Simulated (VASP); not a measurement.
# Ga (P2_1/m) in VASP: single point with PBE

Aim: the single point of Ga with PBE.

All numbers are computed with VASP 6.6.1; they aren't measurements. Logs are shortened: lines on timing, memory, paths and dates and some standing lists are left out, and cuts for length are marked.

## 1. The cell of the first run

The structure is monoclinic, space group P2_1/m (No. 11). The conventional cell has a = 2.805 Å, b = 3.264 Å, c = 4.123 Å, α = 90.00°, β = 104.59°, γ = 90.00°. Ga (site symmetry m) has 10 Ga at 2.49 to 3.26 Å within 3.3 Å.

## 2. Single point, PBE (strained and its atoms moved)

INCAR reads:

```
SYSTEM = Ga
PREC = Accurate
ENCUT = 520
EDIFF = 1E-6
ISMEAR = 0
SIGMA = 0.1
LREAL = .False.
LASPH = .True.
NELM = 80
ALGO = Fast
ISIF = 2
LWAVE = .False.
LCHARG = .True.
GGA = PE
LELF = .True.
LVHAR = .True.
NBANDS = 20
```

KPOINTS reads:

```
Automatic mesh
0
Gamma
  16 12 10
  0 0 0
```

POSCAR reads:

```
Ga
1.0
    2.8028721992      0.0000000000      0.1111368834
    0.0000000000      3.2635271256      0.0000000000
   -1.1956423652      0.0000000000      3.9454741443
Ga
2
Direct
    0.9029919617      0.2500000000      0.2645174913
    0.0970080383      0.7500000000      0.7354825087
```

Potentials or basis: VASP PAW PBE potentials, release 64 (Ga_d).

Run with:

```bash
cat potpaw_PBE.64/Ga_d/POTCAR > POTCAR
mpirun -np 1 vasp_std > vasp.out
```

OUTCAR:

```text
SYSTEM = Ga
   PREC = Accurate
   ENCUT = 520
   EDIFF = 1E-6
   ISMEAR = 0
   LREAL = .False.
   LASPH = .True.
   NELM = 80
   ISIF = 2
   GGA = PE

 ion  position               nearest neighbor table
   1  0.903  0.250  0.265-   2 2.49   2 2.49   2 2.88   2 2.88
   2  0.097  0.750  0.735-   1 2.49   1 2.49   1 2.88   1 2.88

  LATTYP: Found a simple monoclinic cell.
 ALAT       =     2.8050746821
 B/A-ratio  =     1.1634368049
 C/A-ratio  =     1.4697149412
 COS(beta)  =    -0.2518723570

  Lattice vectors:

 A1 = (   2.8028721992,   0.0000000000,   0.1111368834)
 A2 = (   0.0000000000,   3.2635271256,   0.0000000000)
 A3 = (  -1.1956423652,   0.0000000000,   3.9454741443)

Analysis of symmetry for initial positions (statically):
=====================================================================
 Subroutine PRICEL returns:
 Original cell was already a primitive cell.

 Routine SETGRP: Setting up the symmetry group for a
 simple monoclinic supercell.

 Subroutine GETGRP returns: Found  4 space group operations
 (whereof  2 operations were pure point group operations)
 out of a pool of  4 trial point group operations.

The static configuration has the point symmetry S_2 .
 The point group associated with its full space group is C_2h.

Analysis of symmetry for dynamics (positions and initial velocities):
=====================================================================
 Subroutine PRICEL returns:
 Original cell was already a primitive cell.

 Routine SETGRP: Setting up the symmetry group for a
 simple monoclinic supercell.

 Subroutine GETGRP returns: Found  4 space group operations
 (whereof  2 operations were pure point group operations)
 out of a pool of  4 trial point group operations.

The dynamic configuration has the point symmetry S_2 .
 The point group associated with its full space group is C_2h.

 Subroutine INISYM returns: Found  4 space group operations
 (whereof  2 operations are pure point group operations),
 and found     1 'primitive' translations

----------------------------------------------------------------------------------------

                                     Primitive cell

  volume of cell :      36.5239

  direct lattice vectors                    reciprocal lattice vectors
     2.802872199  0.000000000  0.111136883     0.352540779  0.000000000  0.106834483
     0.000000000  3.263527126  0.000000000     0.000000000  0.306416941  0.000000000
    -1.195642365  0.000000000  3.945474144    -0.009930437  0.000000000  0.250445628

  length of vectors
     2.805074682  3.263527126  4.122660171     0.368372919  0.306416941  0.250642427

  position of ions in fractional coordinates (direct lattice)
     0.902991962  0.250000000  0.264517491
     0.097008038  0.750000000  0.735482509

  ion indices of the primitive-cell ions
   primitive index   ion index
                 1           1
                 2           2

----------------------------------------------------------------------------------------

 KPOINTS: Automatic mesh

Automatic generation of k-mesh.
 Grid dimensions read from file:
 generate k-points for:   16   12   10

 Generating k-lattice:

  Cartesian coordinates                     Fractional coordinates (reciprocal lattice)
     0.022033799  0.000000000  0.006677155     0.062500000  0.000000000 -0.000000000
     0.000000000  0.025534745  0.000000000     0.000000000  0.083333333  0.000000000
    -0.000993044  0.000000000  0.025044563    -0.000000000  0.000000000  0.100000000

  Length of vectors
     0.023023307  0.025534745  0.025064243

  Shift w.r.t. Gamma in fractional coordinates (k-lattice)
     0.000000000  0.000000000  0.000000000

 Subroutine IBZKPT returns following result:
 ===========================================

 Found    574 irreducible k-points:

 Following reciprocal coordinates:
            Coordinates               Weight
  0.000000  0.000000  0.000000      1.000000
  0.062500  0.000000  0.000000      2.000000
  0.125000  0.000000  0.000000      2.000000
  0.187500  0.000000 -0.000000      2.000000
  0.250000  0.000000  0.000000      2.000000
  0.312500  0.000000 -0.000000      2.000000
[... 16 lines left out ...]
  0.250000  0.166667  0.000000      4.000000
  0.312500  0.166667 -0.000000      4.000000
 [... further k-points ...]
   k-points           NKPTS =    574   k-points in BZ     NKDIM =    574   number of bands    NBANDS=     20
   number of dos      NEDOS =    301   number of ions     NIONS =      2
   total plane-waves  NPLWV =  18432
   dimension x,y,z NGX =    24 NGY =   24 NGZ =   32
   dimension x,y,z NGXF=    48 NGYF=   48 NGZF=   64
   ions per type =               2
   NGX,Y,Z   is equivalent  to a cutoff of  14.22, 12.23, 12.90 a.u.
   NGXF,Y,Z  is equivalent  to a cutoff of  28.45, 24.45, 25.81 a.u.
 SYSTEM =  Ga
   PREC   = accura    normal or accurate (medium, high low for compatibility)
   ISTART =      0    job   : 0-new  1-cont  2-samecut
   ICHARG =      2    charge: 1-file 2-atom 10-const
   ISPIN  =      1    spin polarized calculation?
   LNONCOLLINEAR =      F non collinear calculations
   LSORBIT =      F    spin-orbit coupling
   LASPH  =      T    aspherical Exc in radial PAW
   ENCUT  =  520.0 eV  38.22 Ry    6.18 a.u.   5.22  6.07  7.67*2*pi/ulx,y,z
   NELM   =     80;   NELMIN=  2; NELMDL= -5     # of ELM steps
   EDIFF  = 0.1E-05   stopping-criterion for ELM
   LREAL  =      F    real-space projection
   EDIFFG = 0.1E-04   stopping-criterion for IOM
   NSW    =      0    number of steps for IOM
   IBRION =     -1    ionic relax: 0-MD 1-quasi-New 2-CG
   NFREE  =      0    steps in history (QN), initial steepest desc. (CG)
   ISIF   =      2    stress and relaxation
   ISYM   =      2    0-nonsym 1-usesym 2-fastsym
   POTIM  = 0.5000    time-step for ionic-motion
   TEBEG  =    0.0;   TEEND  =   0.0 temperature during run
   PSTRESS=    0.0 pullay stress
   NELECT =      26.0000    total number of electrons
   NUPDOWN=      -1.0000    fix difference up-down
   EMIN   =  10.00;   EMAX   =-10.00  energy-range for DOS
   EFERMI =   0.00;   METHOD = LEGACY
   ISMEAR =     0;   SIGMA  =   0.10  broadening in eV -4-tet -1-fermi 0-gaus
   EFERMI_NEDOS =   21; number of points for ismear=-14 and -15
   IALGO  =     68    algorithm
   IMIX   =      4    mixing-type and parameters
     AMIX     =   0.40;   BMIX     =  1.00
     AMIX_MAG =   1.60;   BMIX_MAG =  1.00
  volume/ion in A,a.u.               =      18.26       123.24
  Fermi-wavevector in a.u.,A,eV,Ry     =   1.461752  2.762310 29.071811  2.136718
  Thomas-Fermi vector in A             =   2.578046
   LORBIT       =      0    0 simple, 1 ext, 2 COOP (PROOUT), +10 PAW based schemes
   GGA     = PE    functional components
   LHFCALC =     F    Hartree Fock is set to
   AEXX    =    0.0000 exact exchange contribution
   IVDW    =     0    specifies the selected vdW correction
   LEPSILON=     F    determine dielectric tensor
   LRPA    =     F    only Hartree local field effects (RPA)
 non-spin polarized calculation
 RMM-DIIS sequential band-by-band and
 Gauss-broadening in eV      SIGMA  =   0.10
  energy-cutoff  :      520.00
  volume of cell :       36.52
 maximum number of plane-waves:      1002
 NGX is ok and might be reduce to    24
   NGX = 11   NGY = 13   NGZ = 15

 number of electron      26.0000009 magnetization

 Free energy of the ion-electron system (eV)
  ---------------------------------------------------
  ext. energy  EPLUGINS =         0.00000000
  ---------------------------------------------------
  free energy    TOTEN  =        -5.57086757 eV

  energy without entropy =       -5.56760415  energy(sigma->0) =       -5.56923586

 E-fermi :   5.7733     XC(G=0): -11.1221

 val. band max:        5.7408973511   @ k =  -0.4375   0.4167   0.3000
 cond. band min:       5.7743590278   @ k =  -0.4375   0.2500   0.2000
 fundamental gap:      0.0334616767
 Fermi energy:         5.7733197838

 k-point     1 :       0.0000    0.0000    0.0000
  band No.  band energies     occupation
      1      -9.5370      2.00000
      2      -9.4695      2.00000
      3      -9.4439      2.00000
      4      -9.2865      2.00000
      5      -9.1125      2.00000
      6      -9.0991      2.00000
[... 12 lines left out ...]
     19      17.1348      0.00000
     20      18.4006      0.00000

 k-point     2 :       0.0625    0.0000    0.0000
  band No.  band energies     occupation
      1      -9.5349      2.00000
      2      -9.4666      2.00000
      3      -9.4356      2.00000
      4      -9.2721      2.00000
      5      -9.1219      2.00000
      6      -9.1063      2.00000
[... 12 lines left out ...]
     19      17.3192      0.00000
     20      19.0610      0.00000

 k-point     3 :       0.1250    0.0000    0.0000
  band No.  band energies     occupation
      1      -9.5290      2.00000
      2      -9.4584      2.00000
      3      -9.4125      2.00000
      4      -9.2324      2.00000
      5      -9.1463      2.00000
      6      -9.1263      2.00000
[... 12 lines left out ...]
     19      17.6442      0.00000
     20      20.4055      0.00000

 k-point     4 :       0.1875    0.0000   -0.0000
  band No.  band energies     occupation
      1      -9.5202      2.00000
      2      -9.4462      2.00000
      3      -9.3791      2.00000
      4      -9.2017      2.00000
      5      -9.1557      2.00000
      6      -9.1526      2.00000
[... 12 lines left out ...]
     19      17.8869      0.00000
     20      20.9265      0.00000

 k-point     5 :       0.2500    0.0000    0.0000
  band No.  band energies     occupation
      1      -9.5098      2.00000
      2      -9.4319      2.00000
      3      -9.3421      2.00000
      4      -9.2359      2.00000
      5      -9.1897      2.00000
      6      -9.0927      2.00000
[... 12 lines left out ...]
     19      18.1420      0.00000
     20      20.5823      0.00000
[... 353 lines left out ...]
      6      -9.1467      2.00000
[... 12 lines left out ...]
     19      15.4439      0.00000
     20      20.5341      0.00000

 k-point    22 :       0.1875    0.1667   -0.0000
  band No.  band energies     occupation
      1      -9.5086      2.00000
      2      -9.3952      2.00000
      3      -9.3660      2.00000
      4      -9.2096      2.00000
      5      -9.1731      2.00000
      6      -9.1605      2.00000
[... 12 lines left out ...]
     19      16.0784      0.00000
     20      19.1157      0.00000

 k-point    23 :       0.2500    0.1667    0.0000
  band No.  band energies     occupation
      1      -9.5001      2.00000
      2      -9.3829      2.00000
      3      -9.3303      2.00000
      4      -9.2443      2.00000
      5      -9.1929      2.00000
      6      -9.1191      2.00000
[... 12 lines left out ...]
     19      16.8283      0.00000
     20      17.6651      0.00000

 k-point    24 :       0.3125    0.1667   -0.0000
  band No.  band energies     occupation
      1      -9.4929      2.00000
      2      -9.3710      2.00000
      3      -9.3076      2.00000
      4      -9.2733      2.00000
      5      -9.2097      2.00000
      6      -9.1227      2.00000
[... 12 lines left out ...]
     19      17.1290      0.00000
     20      17.5815      0.00000

 [... further k-points ...]

------------------------ aborting loop because EDIFF is reached ----------------------------------------

  FORCE on cell =-STRESS in cart. coord.  units (eV):
  Direction    XX          YY          ZZ          XY          YZ          ZX
  --------------------------------------------------------------------------------------
  -------------------------------------------------------------------------------------
  Total       -0.1743208      1.7080136      1.9390201      0.0000000      0.0000000     -0.3331902
  in kB       -7.6468542     74.9246679     85.0581271      0.0000000      0.0000000    -14.6159055
  external PRESSURE =      50.7786470 kB  Pullay stress =       0.0000000 kB

 VOLUME and BASIS-vectors are now :
 -----------------------------------------------------------------------------
  energy-cutoff  :      520.00
  volume of cell :       36.52
      direct lattice vectors                 reciprocal lattice vectors
     2.802872199  0.000000000  0.111136883     0.352540779  0.000000000  0.106834483
     0.000000000  3.263527126  0.000000000     0.000000000  0.306416941  0.000000000
    -1.195642365  0.000000000  3.945474144    -0.009930437  0.000000000  0.250445628

 POSITION                                       TOTAL-FORCE (eV/Angst)
 -----------------------------------------------------------------------------------
      2.21470      0.81588      1.14400         0.057990     -0.000000     -1.424850
     -0.60747      2.44765      2.91261        -0.057990      0.000000      1.424850
 -----------------------------------------------------------------------------------
    total drift:                               -0.000000      0.000000      0.000000

  FREE ENERGIE OF THE ION-ELECTRON SYSTEM (eV)
  ---------------------------------------------------
  free  energy   TOTEN  =        -5.5708675693 eV

  energy  without entropy=       -5.5676041520  energy(sigma->0) =       -5.56923586
```

Wall time 1.7 min (1 thread of Intel Xeon 6975P-C (Granite Rapids), shared host); peak memory 0.41 GiB.

What came out:

| Property | Result |
| --- | --- |
| Free energy | -5.5709 eV |
| Pressure | 5.1 GPa |
| Largest force | 1.426 eV/Å |
| Band gap on the k mesh | zero (bands 13 and 14 overlap by 8.63 eV) |

Forces in eV/Å, atoms in the order of the input:
```
Ga   0.058  0.000 -1.425
Ga  -0.058  0.000  1.425
```

Levels at points of the mesh, in eV from the Fermi level:
| k point | band 11 | band 12 | band 13 | band 14 | band 15 | band 16 |
| --- | --- | --- | --- | --- | --- | --- |
| (0.00, 0.00, 0.00) | -11.36 | -2.11 | -1.36 | 1.97 | 5.82 | 8.61 |
| (0.50, 0.00, 0.00) | -6.98 | -4.96 | -0.60 | 0.73 | 5.15 | 5.43 |
| (0.00, 0.50, 0.00) | -7.75 | -7.75 | 1.74 | 1.74 | 2.80 | 2.80 |
| (0.50, 0.50, 0.00) | -3.55 | -3.55 | -1.42 | -1.42 | 2.82 | 2.82 |
| (0.00, 0.00, 0.50) | -9.35 | -8.51 | 4.22 | 5.22 | 6.36 | 6.52 |
| (0.50, 0.00, 0.50) | -6.25 | -4.93 | -1.61 | -1.32 | 6.27 | 7.53 |
| (0.00, 0.50, 0.50) | -5.88 | -5.88 | -4.39 | -4.39 | 10.61 | 10.61 |
| (0.50, 0.50, 0.50) | -2.78 | -2.78 | -1.37 | -1.37 | 0.99 | 0.99 |

Caveat: the cell differs from its parent crystal (strained and its atoms moved); the stress differs along the axes, from -1 to 9 GPa; forces of over 1 eV/Å act on the atoms, so gaps and moduli don't describe the material at rest.

The gap in the log of VASP goes by the Fermi energy; the results here count the filled bands.